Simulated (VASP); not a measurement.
# Ca (Fm-3m) in VASP: settings compared, part 2 of 2

VASP 6.6.1. Earlier steps stand in the parts before.

### Step 3. Single point, PBEsol, collinear spin, zero start

This run uses another cell than the first one, of 43.36 Å³/atom.

Contents of INCAR:

```
SYSTEM = Ca
  PREC = Accurate
  ENCUT = 500
  EDIFF = 1E-6
  ISMEAR = 0
  SIGMA = 0.1
  LREAL = .FALSE.
  LASPH = .TRUE.
  NELM = 200
  ALGO = Normal
  ISIF = 2
  LWAVE = .FALSE.
  LCHARG = .FALSE.
  ISPIN = 2
  MAGMOM = 0
  LORBIT = 11
  GGA = PS
  NBANDS = 15
  GGA_COMPAT = .FALSE.
```

Contents of KPOINTS:

```
regular mesh
0
G
  5 5 5
  0 0 0
```

Contents of POSCAR:

```
Ca
1.0
    0.0000000000      2.7884079385      2.7884079385
    2.7884079385      0.0000000000      2.7884079385
    2.7884079385      2.7884079385      0.0000000000
Ca
1
Direct
    0.0000000000      0.0000000000      0.0000000000
```

Potentials or basis: VASP PAW PBE potentials, release 64 (Ca_sv).

The run is started by

```
$ cat potpaw_PBE.64/Ca_sv/POTCAR > POTCAR
$ mpirun -np 1 vasp_std > vasp.out
```

It took 5.9 s on 1 thread of AMD EPYC 9R45 (Zen 5), shared host; peak memory 0.15 GiB.

The run converged, but its numbers aren't listed here, since they failed a check.

Caveat: the k points lie up to 0.39 Å⁻¹ apart; the mesh shows a gap though the element is a metal; the PAW data sets were made with another functional, which shifts forces and pressure a little.

### Step 4. Single point, PBE

This run uses another cell than the first one, of 37.51 Å³/atom.

Contents of INCAR:

```
  ALGO = Normal
  EDIFF = 1E-6
  ENCUT = 500
  GGA = PE
  GGA_COMPAT = F
  ISIF = 2
  ISMEAR = 0
  LASPH = T
  LCHARG = T
  LELF = T
  LREAL = F
  LVHAR = T
  LWAVE = F
  NBANDS = 11
  NELM = 120
  PREC = Accurate
  SIGMA = 0.1
```

Contents of KPOINTS:

```
k-points
0
Gamma
  8 8 8
```

Contents of POSCAR:

```
Ca
1.0
    0.0000000000      2.6568172334      2.6568172334
    2.6568172334      0.0000000000      2.6568172334
    2.6568172334      2.6568172334      0.0000000000
Ca
1
Direct
    0.0000000000      0.0000000000      0.0000000000
```

The run is started by

```
$ cat potpaw_PBE.64/Ca_sv/POTCAR > POTCAR
$ mpirun -np 1 vasp_std > vasp.out
```

Wall time 5.2 s (1 thread of AMD EPYC 9R45 (Zen 5), shared host); peak memory 0.12 GiB.

It converged, with:

```
Free energy            : -1.8992 eV
Pressure               : 2.4 GPa
Band gap on the k mesh : zero (bands 5 and 6 overlap by 0.17 eV)
```

Levels at points of the mesh, in eV from the Fermi level:
```
           k point  band 2  band 3  band 4  band 5  band 6  band 7  band 8  band 9
(0.00, 0.00, 0.00)  -22.60  -22.60  -22.60   -4.19    2.54    2.54    2.54    3.77
(0.50, 0.00, 0.00)  -22.81  -22.62  -22.62   -1.00   -0.01    2.40    2.40    4.56
(0.50, 0.50, 0.00)  -22.80  -22.67  -22.67   -0.54    0.55    1.25    4.55    4.77
```

### Step 5. Single point, PBE

This run uses another cell than the first one, of 43.36 Å³/atom.

Contents of INCAR:

```
SYSTEM = Ca
PREC = Accurate ; ENCUT = 500
EDIFF = 1E-6 ; ISMEAR = 0
SIGMA = 0.1 ; LREAL = .FALSE.
LASPH = .TRUE. ; NELM = 120
ALGO = Normal ; ISIF = 2
LWAVE = .FALSE. ; LCHARG = .FALSE.
GGA = PE ; NBANDS = 11
GGA_COMPAT = .FALSE.
```

Contents of KPOINTS:

```
Automatic mesh
0
G
  8 8 8
  0 0 0
```

Contents of POSCAR:

```
Ca
1.0
    0.0000000000      2.7884079385      2.7884079385
    2.7884079385      0.0000000000      2.7884079385
    2.7884079385      2.7884079385      0.0000000000
Ca
1
Direct
    0.0000000000      0.0000000000      0.0000000000
```

The run is started by

```
$ cat potpaw_PBE.64/Ca_sv/POTCAR > POTCAR
$ mpirun -np 1 vasp_std > vasp.out
```

Run time: 5.7 s. Hardware: 1 thread of AMD EPYC 9R45 (Zen 5), shared host; peak memory 0.14 GiB.

Results (log left out):

| Property | Result |
| --- | --- |
| Free energy | -1.9311 eV |
| Pressure | -0.5 GPa |
| Band gap on the k mesh | zero (bands 5 and 6 overlap by 0.39 eV) |

Levels at points of the mesh, in eV from the Fermi level:
```tsv
k point	band 2	band 3	band 4	band 5	band 6	band 7	band 8	band 9
(0.00, 0.00, 0.00)	-22.95	-22.95	-22.95	-3.93	2.35	2.35	2.35	3.39
(0.50, 0.00, 0.00)	-23.07	-22.97	-22.97	-0.93	-0.13	2.24	2.24	4.05
(0.50, 0.50, 0.00)	-23.07	-22.99	-22.99	-0.38	0.64	0.96	4.04	4.23
```

### Step 6. Single point, PBE

This run uses another cell than the first one, of 43.36 Å³/atom.

Contents of INCAR:

```
  PREC = Accurate
  ENCUT = 500
  EDIFF = 1E-6
  ISMEAR = 1
  SIGMA = 0.32
  LREAL = F
  LASPH = T
  NELM = 120
  ALGO = Normal
  ISIF = 2
  LWAVE = F
  LCHARG = T
  GGA = PE
  LELF = T
  LVHAR = T
  NBANDS = 11
  GGA_COMPAT = F
```

Contents of KPOINTS:

```
Automatic mesh
0
Gamma
  8 8 8
```

Changes to POSCAR since step 5:

```diff
@@ -8,2 +8,2 @@
 Direct
-    0.0000000000      0.0000000000      0.0000000000
+    0.0089656896      0.0089656896     -0.0089656896
```

Potentials or basis: VASP PAW PBE potentials, release 64 (Ca_sv).

The run is started by

```
$ cat potpaw_PBE.64/Ca_sv/POTCAR > POTCAR
$ mpirun -np 1 vasp_std > vasp.out
```

OUTCAR:

```text
PREC = Accurate
   ENCUT = 500
   EDIFF = 1E-6
   ISMEAR = 1
   LREAL = F
   LASPH = T
   NELM = 120
   ISIF = 2
   GGA = PE

 ion  position               nearest neighbor table
   1  0.009  0.009  0.991-

  LATTYP: Found a face centered cubic cell.
 ALAT       =     5.5768158770

  Lattice vectors:

 A1 = (   0.0000000000,   2.7884079385,   2.7884079385)
 A2 = (   2.7884079385,   0.0000000000,   2.7884079385)
 A3 = (   2.7884079385,   2.7884079385,   0.0000000000)
[... 516 lines left out ...]
     10       6.2357     -0.00000
     11       6.6533     -0.00000

 [... further k-points ...]

------------------------ aborting loop because EDIFF is reached ----------------------------------------

  FORCE on cell =-STRESS in cart. coord.  units (eV):
  Direction    XX          YY          ZZ          XY          YZ          ZX
  --------------------------------------------------------------------------------------
  -------------------------------------------------------------------------------------
  Total       -0.1248793     -0.1248793     -0.1248793      0.0000000     -0.0000000      0.0000000
  in kB       -4.6142599     -4.6142599     -4.6142599      0.0000000     -0.0000000      0.0000000
  external PRESSURE =      -4.6142599 kB  Pullay stress =       0.0000000 kB

 VOLUME and BASIS-vectors are now :
 -----------------------------------------------------------------------------
  energy-cutoff  :      500.00
  volume of cell :       43.36
      direct lattice vectors                 reciprocal lattice vectors
     0.000000000  2.788407938  2.788407938    -0.179313792  0.179313792  0.179313792
     2.788407938  0.000000000  2.788407938     0.179313792 -0.179313792  0.179313792
     2.788407938  2.788407938  0.000000000     0.179313792  0.179313792 -0.179313792

 POSITION                                       TOTAL-FORCE (eV/Angst)
 -----------------------------------------------------------------------------------
      2.78841      2.78841      0.05000         0.000000      0.000000     -0.000000
 -----------------------------------------------------------------------------------
    total drift:                               -0.000000     -0.000000      0.000001

  FREE ENERGIE OF THE ION-ELECTRON SYSTEM (eV)
  ---------------------------------------------------
  free  energy   TOTEN  =        -1.9299806667 eV

  energy  without entropy=       -1.9310276423  energy(sigma->0) =       -1.93032966
```

Run time: 6.3 s. Hardware: 1 thread of AMD EPYC 9R45 (Zen 5), shared host; peak memory 0.14 GiB.

Results:

```
Free energy            : -1.9300 eV
Pressure               : -0.5 GPa
Band gap on the k mesh : zero (bands 5 and 6 overlap by 0.39 eV)
```

Caveat: so wide a smearing shifts energies and pressures.

### Step 7. The runs side by side

```csv
level,spin,fixed moment (μB),cell,k mesh,smearing,gap on the mesh (eV),pressure (GPa)
RPBE,collinear,5.0,"a = 3.087 Å, angles 60.0°, 1 atom",4 × 4 × 4,tetrahedron,-,20.0
PBE,off,-,"a = 3.757 Å, angles 60.0°, 1 atom",8 × 8 × 8,gaussian 0.1 eV,none,2.4
PBE,off,-,"a = 3.943 Å, angles 60.0°, 1 atom",8 × 8 × 8,gaussian 0.1 eV,none,-0.5
PBE,off,-,"a = 3.943 Å, angles 60.0°, 1 atom",8 × 8 × 8,methfessel-paxton 0.32 eV,none,-0.5
```

Alike in all rows: task single point; potentials or basis VASP PAW PBE potentials, release 64 (Ca_sv); cutoff (eV) 500.

Caveats: some runs use coarse meshes; the PAW data sets were made with another functional, which shifts forces and pressure a little (at least some runs); the total moment is fixed, so each spin has its own Fermi level (at least some runs); so wide a smearing shifts energies and pressures (at least some runs).

Total energies depend on the potentials used, so only differences within one code and one set of settings carry meaning.
